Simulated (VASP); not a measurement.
# Ta (Fm-3m) in VASP: notebook, part 2 of 2

VASP 6.6.1.

## (3) Electric field gradients, r2SCAN (18.61 Å³/atom)

This run uses another cell than the first one, of 18.61 Å³/atom.

Input file POSCAR:

```
Ta
1.0
    0.0000000000      2.1031454766      2.1031454766
    2.1031454766      0.0000000000      2.1031454766
    2.1031454766      2.1031454766      0.0000000000
Ta
1
Direct
    0.0000000000      0.0000000000      0.0000000000
```

Input file INCAR.step1:

```
  PREC = Accurate
  ENCUT = 520
  ISMEAR = -1
  SIGMA = 0.08
  LREAL = F
  LASPH = T
  NELM = 100
  NBANDS = 12
  GGA = PE
  ALGO = Normal
  EDIFF = 1E-4
  LWAVE = T
  LCHARG = F
```

Input file INCAR.step2:

```
  PREC = Accurate
  ENCUT = 520
  EDIFF = 1E-8
  ISMEAR = -1
  SIGMA = 0.08
  LREAL = F
  LASPH = T
  NELM = 100
  ALGO = Normal
  ISIF = 2
  LWAVE = F
  LCHARG = F
  METAGGA = R2SCAN
  LMIXTAU = T
  LEFG = T
  NBANDS = 12
  ISTART = 1
```

Input file KPOINTS:

```
regular mesh
0
Gamma
  14 14 14
```

Potentials or basis: VASP PAW PBE potentials, release 64 (Ta_pv).

Launch:

```bash
$ cat potpaw_PBE.64/Ta_pv/POTCAR > POTCAR
$ cp INCAR.step1 INCAR
$ mpirun -np 1 vasp_std > vasp.out
$ cp INCAR.step2 INCAR
$ mpirun -np 1 vasp_std > vasp.out
```

OUTCAR:

```text
PREC = Accurate
   ENCUT = 520
   EDIFF = 1E-8
   ISMEAR = -1
   LREAL = F
   LASPH = T
   NELM = 100
   ISIF = 2
   METAGGA = R2SCAN
   ISTART = 1

 ion  position               nearest neighbor table
   1  0.000  0.000  0.000-

  LATTYP: Found a face centered cubic cell.
 ALAT       =     4.2062909532

  Lattice vectors:

 A1 = (   0.0000000000,   2.1031454766,   2.1031454766)
 A2 = (   2.1031454766,   0.0000000000,   2.1031454766)
 A3 = (   2.1031454766,   2.1031454766,   0.0000000000)

Analysis of symmetry for initial positions (statically):
=====================================================================
 Subroutine PRICEL returns:
 Original cell was already a primitive cell.

 Routine SETGRP: Setting up the symmetry group for a
 face centered cubic supercell.

 Subroutine GETGRP returns: Found 48 space group operations
 (whereof 48 operations were pure point group operations)
 out of a pool of 48 trial point group operations.

The static configuration has the point symmetry O_h .

Analysis of symmetry for dynamics (positions and initial velocities):
=====================================================================
 Subroutine PRICEL returns:
 Original cell was already a primitive cell.

 Routine SETGRP: Setting up the symmetry group for a
 face centered cubic supercell.

 Subroutine GETGRP returns: Found 48 space group operations
 (whereof 48 operations were pure point group operations)
 out of a pool of 48 trial point group operations.

The dynamic configuration has the point symmetry O_h .

 Subroutine INISYM returns: Found 48 space group operations
 (whereof 48 operations are pure point group operations),
 and found     1 'primitive' translations

----------------------------------------------------------------------------------------

                                     Primitive cell

  volume of cell :      18.6054

  direct lattice vectors                    reciprocal lattice vectors
     0.000000000  2.103145477  2.103145477    -0.237739141  0.237739141  0.237739141
     2.103145477  0.000000000  2.103145477     0.237739141 -0.237739141  0.237739141
     2.103145477  2.103145477  0.000000000     0.237739141  0.237739141 -0.237739141

  length of vectors
     2.974296857  2.974296857  2.974296857     0.411776272  0.411776272  0.411776272

  position of ions in fractional coordinates (direct lattice)
     0.000000000  0.000000000  0.000000000

  ion indices of the primitive-cell ions
   primitive index   ion index
                 1           1

----------------------------------------------------------------------------------------

 KPOINTS: regular mesh

Automatic generation of k-mesh.
 Grid dimensions read from file:
 generate k-points for:   14   14   14

[... 72 lines left out ...]
   TEBEG  =    0.0;   TEEND  =   0.0 temperature during run
   PSTRESS=    0.0 pullay stress
   NELECT =      11.0000    total number of electrons
   NUPDOWN=      -1.0000    fix difference up-down
   EMIN   =  10.00;   EMAX   =-10.00  energy-range for DOS
   EFERMI =   0.00;   METHOD = LEGACY
   ISMEAR =    -1;   SIGMA  =   0.08  broadening in eV -4-tet -1-fermi 0-gaus
   EFERMI_NEDOS =   21; number of points for ismear=-14 and -15
   IALGO  =     38    algorithm
   IMIX   =      4    mixing-type and parameters
     AMIX     =   0.40;   BMIX     =  1.00
     AMIX_MAG =   1.60;   BMIX_MAG =  1.00
  volume/ion in A,a.u.               =      18.61       125.56
  Fermi-wavevector in a.u.,A,eV,Ry     =   1.374020  2.596521 25.686863  1.887931
  Thomas-Fermi vector in A             =   2.499484
   LORBIT       =      0    0 simple, 1 ext, 2 COOP (PROOUT), +10 PAW based schemes
   METAGGA = R2SCAN    functional components
   LHFCALC =     F    Hartree Fock is set to
   AEXX    =    0.0000 exact exchange contribution
   IVDW    =     0    specifies the selected vdW correction
   LEPSILON=     F    determine dielectric tensor
   LRPA    =     F    only Hartree local field effects (RPA)
 non-spin polarized calculation
  energy-cutoff  :      520.00
  volume of cell :       18.61
 maximum number of plane-waves:       531
 NGX is ok and might be reduce to    24

 number of electron      11.0000001 magnetization

 Free energy of the ion-electron system (eV)
  ---------------------------------------------------
  ext. energy  EPLUGINS =         0.00000000
  ---------------------------------------------------
  free energy    TOTEN  =       -48.35109787 eV

  energy without entropy =      -48.32821828  energy(sigma->0) =      -48.33965807

 E-fermi :   5.4883     XC(G=0): -13.5783

 val. band max:        5.4838751729   @ k =  -0.0714   0.0714   0.0000
 cond. band min:       5.4943099668   @ k =   0.4286   0.1429   0.0714
 fundamental gap:      0.0104347939
 Fermi energy:         5.4883118272

 k-point     1 :       0.0000    0.0000    0.0000
  band No.  band energies     occupation
      1     -29.3099      2.00000
      2     -29.3099      2.00000
      3     -29.3099      2.00000
      4      -3.1333      2.00000
      5       5.9813      0.00421
      6       5.9813      0.00421
      7       5.9813      0.00421
      8       9.2728      0.00000
      9       9.2728      0.00000
     10      16.9436      0.00000
     11      18.5173      0.00000
     12      23.8488      0.00000
[... 331 lines left out ...]
 k-point    24 :       0.2857    0.1429    0.0000
  band No.  band energies     occupation
      1     -29.8731      2.00000
      2     -29.4595      2.00000
      3     -29.4489      2.00000
      4      -0.4505      2.00000
      5       4.0961      2.00000
      6       6.1746      0.00038
      7       7.1184      0.00000
      8       8.4526      0.00000
      9      10.2637      0.00000
     10      16.9422      0.00000
     11      20.1861      0.00000
     12      23.2156      0.00000

 [... further k-points ...]

------------------------ aborting loop because EDIFF is reached ----------------------------------------

  FORCE on cell =-STRESS in cart. coord.  units (eV):
  Direction    XX          YY          ZZ          XY          YZ          ZX
  --------------------------------------------------------------------------------------
  -------------------------------------------------------------------------------------
  Total        0.0855673      0.0855673      0.0855673     -0.0000000      0.0000000     -0.0000000
  in kB        7.3685268      7.3685268      7.3685268     -0.0000000      0.0000000     -0.0000000
  external PRESSURE =       7.3685268 kB  Pullay stress =       0.0000000 kB

 VOLUME and BASIS-vectors are now :
 -----------------------------------------------------------------------------
  energy-cutoff  :      520.00
  volume of cell :       18.61
      direct lattice vectors                 reciprocal lattice vectors
     0.000000000  2.103145477  2.103145477    -0.237739141  0.237739141  0.237739141
     2.103145477  0.000000000  2.103145477     0.237739141 -0.237739141  0.237739141
     2.103145477  2.103145477  0.000000000     0.237739141  0.237739141 -0.237739141

 POSITION                                       TOTAL-FORCE (eV/Angst)
 -----------------------------------------------------------------------------------
      0.00000      0.00000      0.00000        -0.000000      0.000000      0.000000
 -----------------------------------------------------------------------------------
    total drift:                                0.000000      0.000000      0.000000

  FREE ENERGIE OF THE ION-ELECTRON SYSTEM (eV)
  ---------------------------------------------------
  free  energy   TOTEN  =       -48.3510978669 eV

  energy  without entropy=      -48.3282182813  energy(sigma->0) =      -48.33965807

 Electric field gradients (V/A^2)
---------------------------------------------------------------------
 ion       V_xx      V_yy      V_zz      V_xy      V_xz      V_yz
---------------------------------------------------------------------
   1      -0.000     0.000    -0.000     0.000     0.000     0.000
---------------------------------------------------------------------

 Electric field gradients after diagonalization (V/A^2)
 (convention: |V_zz| > |V_xx| > |V_yy|)
----------------------------------------------------------------------
 ion       V_xx      V_yy      V_zz     asymmetry (V_yy - V_xx)/ V_zz
----------------------------------------------------------------------
   1      -0.000    -0.000     0.000       0.000
----------------------------------------------------------------------

           NMR quadrupolar parameters

 Cq : quadrupolar parameter    Cq=e*Q*V_zz/h
 eta: asymmetry parameters     (V_yy - V_xx)/ V_zz
 Q  : nuclear electric quadrupole moment in mb (millibarn)
----------------------------------------------------------------------
 ion       Cq(MHz)       eta       Q (mb)
----------------------------------------------------------------------
   1       0.000       0.000       1.000
----------------------------------------------------------------------
```

OUTCAR.step1:

```text
PREC = Accurate
   ENCUT = 520
   ISMEAR = -1
   LREAL = F
   LASPH = T
   NELM = 100
[... 574 lines left out ...]

 POSITION                                       TOTAL-FORCE (eV/Angst)
 -----------------------------------------------------------------------------------
      0.00000      0.00000      0.00000        -0.000000     -0.000000     -0.000000
 -----------------------------------------------------------------------------------
    total drift:                               -0.000000     -0.000000     -0.000000

  FREE ENERGIE OF THE ION-ELECTRON SYSTEM (eV)
  ---------------------------------------------------
  free  energy   TOTEN  =       -11.5838489795 eV

  energy  without entropy=      -11.5578927992  energy(sigma->0) =      -11.57087089
```

OSZICAR.step1:

```text
N       E                     dE             d eps       ncg     rms          rms(c)
DAV:   1     0.608921620140E+02    0.60892E+02   -0.60810E+03  2496   0.876E+02
DAV:   2    -0.110639974742E+02   -0.71956E+02   -0.70300E+02  2796   0.245E+02
DAV:   3    -0.120784371301E+02   -0.10144E+01   -0.10020E+01  2964   0.272E+01
DAV:   4    -0.120814764976E+02   -0.30394E-02   -0.30388E-02  2816   0.162E+00
DAV:   5    -0.120814871240E+02   -0.10626E-04   -0.10626E-04  2924   0.896E-02    0.125E+01
DAV:   6    -0.117019262545E+02    0.37956E+00   -0.29800E-01  2944   0.598E+00    0.604E+00
DAV:   7    -0.115847190513E+02    0.11721E+00   -0.34517E-01  2892   0.552E+00    0.368E-01
DAV:   8    -0.115839728174E+02    0.74623E-03   -0.14035E-02  2776   0.908E-01    0.220E-01
DAV:   9    -0.115838550051E+02    0.11781E-03   -0.31125E-04  2908   0.181E-01    0.257E-02
DAV:  10    -0.115838489795E+02    0.60256E-05   -0.82956E-06  1496   0.297E-02
   1 F= -.11583849E+02 E0= -.11570871E+02  d E =-.259562E-01
```

Wall time 71 s (1 thread of AMD EPYC 9R45 (Zen 5), shared host); peak memory 0.13 GiB.

Results:

```yaml
Free_energy: -48.3511 eV
Pressure: 0.7 GPa
Band_gap_on_the_k_mesh: zero (an odd number of electrons rules out a gap without spin polarisation)
Largest_electric_field_gradient_by_atom: under 0.05 V/Å² on every atom
```

Caveat: the PAW data sets were made with another functional, which shifts forces and pressure a little; spin-orbit coupling is left out, which moves the levels of the heavy elements.

## (4) Electric field gradients, r2SCAN (19.06 Å³/atom)

This run uses another cell than the first one, of 19.06 Å³/atom.

Input file POSCAR:

```
Ta
1.0
    0.0000000000      2.1201070597      2.1201070597
    2.1201070597      0.0000000000      2.1201070597
    2.1201070597      2.1201070597      0.0000000000
Ta
1
Direct
    0.0000000000      0.0000000000      0.0000000000
```

Input file INCAR.step1:

```
PREC = Accurate
ENCUT = 520
ISMEAR = -1
SIGMA = 0.08
LREAL = F
LASPH = T
NELM = 100
NBANDS = 12
GGA = PE
ALGO = Normal
EDIFF = 1E-4
LWAVE = T
LCHARG = F
```

Input file INCAR.step2:

```
PREC = Accurate
ENCUT = 520
EDIFF = 1E-8
ISMEAR = -1
SIGMA = 0.08
LREAL = F
LASPH = T
NELM = 100
ALGO = Normal
ISIF = 2
LWAVE = F
LCHARG = F
METAGGA = R2SCAN
LMIXTAU = T
LEFG = T
NBANDS = 12
ISTART = 1
```

KPOINTS is that of step 3.

Potentials or basis: VASP PAW PBE potentials, release 64 (Ta_pv).

Launch:

```bash
$ cat potpaw_PBE.64/Ta_pv/POTCAR > POTCAR
$ cp INCAR.step1 INCAR
$ mpirun -np 1 vasp_std > vasp.out
$ cp INCAR.step2 INCAR
$ mpirun -np 1 vasp_std > vasp.out
```

OUTCAR:

```text
PREC = Accurate
   ENCUT = 520
   EDIFF = 1E-8
   ISMEAR = -1
   LREAL = F
   LASPH = T
   NELM = 100
   ISIF = 2
   METAGGA = R2SCAN
   ISTART = 1

 ion  position               nearest neighbor table
   1  0.000  0.000  0.000-

  LATTYP: Found a face centered cubic cell.
 ALAT       =     4.2402141194

  Lattice vectors:

[... 566 lines left out ...]
      0.00000      0.00000      0.00000         0.000000      0.000000     -0.000000
 -----------------------------------------------------------------------------------
    total drift:                                0.000000     -0.000000     -0.000000

  FREE ENERGIE OF THE ION-ELECTRON SYSTEM (eV)
  ---------------------------------------------------
  free  energy   TOTEN  =       -48.3465389575 eV

  energy  without entropy=      -48.3230739000  energy(sigma->0) =      -48.33480643

 Electric field gradients (V/A^2)
---------------------------------------------------------------------
 ion       V_xx      V_yy      V_zz      V_xy      V_xz      V_yz
---------------------------------------------------------------------
   1       0.000     0.000    -0.000     0.000     0.000     0.000
---------------------------------------------------------------------

 Electric field gradients after diagonalization (V/A^2)
 (convention: |V_zz| > |V_xx| > |V_yy|)
----------------------------------------------------------------------
 ion       V_xx      V_yy      V_zz     asymmetry (V_yy - V_xx)/ V_zz
----------------------------------------------------------------------
   1      -0.000    -0.000     0.001       0.000
----------------------------------------------------------------------

           NMR quadrupolar parameters

 Cq : quadrupolar parameter    Cq=e*Q*V_zz/h
 eta: asymmetry parameters     (V_yy - V_xx)/ V_zz
 Q  : nuclear electric quadrupole moment in mb (millibarn)
----------------------------------------------------------------------
 ion       Cq(MHz)       eta       Q (mb)
----------------------------------------------------------------------
   1       0.000       0.000       1.000
----------------------------------------------------------------------
```

Wall time 75 s (1 thread of AMD EPYC 9R45 (Zen 5), shared host); peak memory 0.13 GiB.

What came out:

```
Free energy                             : -48.3465 eV
Pressure                                : -3.9 GPa
Band gap on the k mesh                  : zero (an odd number of electrons rules out a gap without spin polarisation)
Largest electric field gradient by atom : under 0.05 V/Å² on every atom
```

Caveat: the cell stands under tension; the PAW data sets were made with another functional, which shifts forces and pressure a little; spin-orbit coupling is left out, which moves the levels of the heavy elements.

## (5) The runs side by side

| cell | smearing | gap on the mesh (eV) | pressure (GPa) |
| --- | --- | --- | --- |
| a = 2.950 Å, angles 60.0°, 1 atom | tetrahedron | none | 6.1 |
| a = 2.974 Å, angles 60.0°, 1 atom | fermi-dirac 0.08 eV | none | 0.7 |
| a = 2.998 Å, angles 60.0°, 1 atom | fermi-dirac 0.08 eV | none | -3.9 |

Alike in all rows: task electric field gradients; level r2SCAN; potentials or basis VASP PAW PBE potentials, release 64 (Ta_pv); no spin polarisation; k mesh 14 × 14 × 14; cutoff (eV) 520.

Caveats: the PAW data sets were made with another functional, which shifts forces and pressure a little; spin-orbit coupling is left out, which moves the levels of the heavy elements; the cell stands under pressure (at least some runs); the cell stands under tension (at least some runs).

Absolute energies hang on the potentials; compare differences alone.

The gap in the log of VASP goes by the Fermi energy; the results here count the filled bands.